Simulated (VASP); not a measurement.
Write the native input for VASP 6.6.1 that does the following.

```yaml
Task: single point
Functional: r2SCAN
Potentials_or_basis: VASP PAW PBE potentials, release 64 (Sn_d, Se)
Cutoff: 520 eV
k_mesh: 10 × 10 × 10
Occupations: gaussian, width 0.05 eV
Spin: no spin polarisation
Dipole_correction: no
Further_INCAR_settings: ALGO = Normal; EDIFF = 1e-06; NBANDS = 17
```

SnSe:

```
Sn Se
1.0
     0.00000    2.99495    3.01000
     3.01000    0.00000    3.01000
     3.01000    2.99495    0.00000
Sn Se
1 1
Direct
  0.00000 0.00000 0.00000
  0.50000 0.50000 0.50000
```

This cell differs from its parent crystal: strain -0.0050 x Voigt [0, 1, 0, 0, 0, 0].

These files were run (other wordings do the same):

POSCAR

```
SnSe
1.0
    0.0000000000      2.9949500000      3.0100000000
    3.0100000000      0.0000000000      3.0100000000
    3.0100000000      2.9949500000      0.0000000000
Sn Se
1 1
Direct
    0.0000000000      0.0000000000      0.0000000000
    0.5000000000      0.5000000000      0.5000000000
```

INCAR.step1

```
SYSTEM = SnSe
PREC = Accurate
ENCUT = 520
ISMEAR = 0
SIGMA = 0.05
LREAL = .FALSE.
LASPH = .TRUE.
NELM = 80
NBANDS = 17
GGA = PE
ALGO = Normal
EDIFF = 1E-4
LWAVE = .TRUE.
LCHARG = .FALSE.
```

INCAR.step2

```
SYSTEM = SnSe
PREC = Accurate
ENCUT = 520
EDIFF = 1E-6
ISMEAR = 0
SIGMA = 0.05
LREAL = .FALSE.
LASPH = .TRUE.
NELM = 80
ALGO = Normal
ISIF = 2
LWAVE = .FALSE.
LCHARG = .FALSE.
METAGGA = R2SCAN
LMIXTAU = .TRUE.
NBANDS = 17
ISTART = 1
```

KPOINTS

```
regular mesh
0
G
  10 10 10
  0 0 0
```

Potentials or basis: VASP PAW PBE potentials, release 64 (Sn_d, Se).

Launch:

```sh
$ cat potpaw_PBE.64/Sn_d/POTCAR potpaw_PBE.64/Se/POTCAR > POTCAR
$ cp INCAR.step1 INCAR
$ mpirun -np 1 vasp_std > vasp.out
$ cp INCAR.step2 INCAR
$ mpirun -np 1 vasp_std > vasp.out
```

Results of the run:

```
Pressure               : 0.2 GPa
Band gap on the k mesh : 0.48 eV, indirect (the least direct gap lies 2.3 meV higher)
```

Caveat: the cell differs from its parent crystal (strain -0.0050 x Voigt [0, 1, 0, 0, 0, 0]); the PAW data sets were made with another functional, which shifts forces and pressure a little; spin-orbit coupling is left out, which moves the levels of the heavy elements.

Wall time 110 s on 1 thread of Intel(R) Xeon(R) 6975P-C (Granite Rapids) (shared host), peak memory 0.25 GiB.
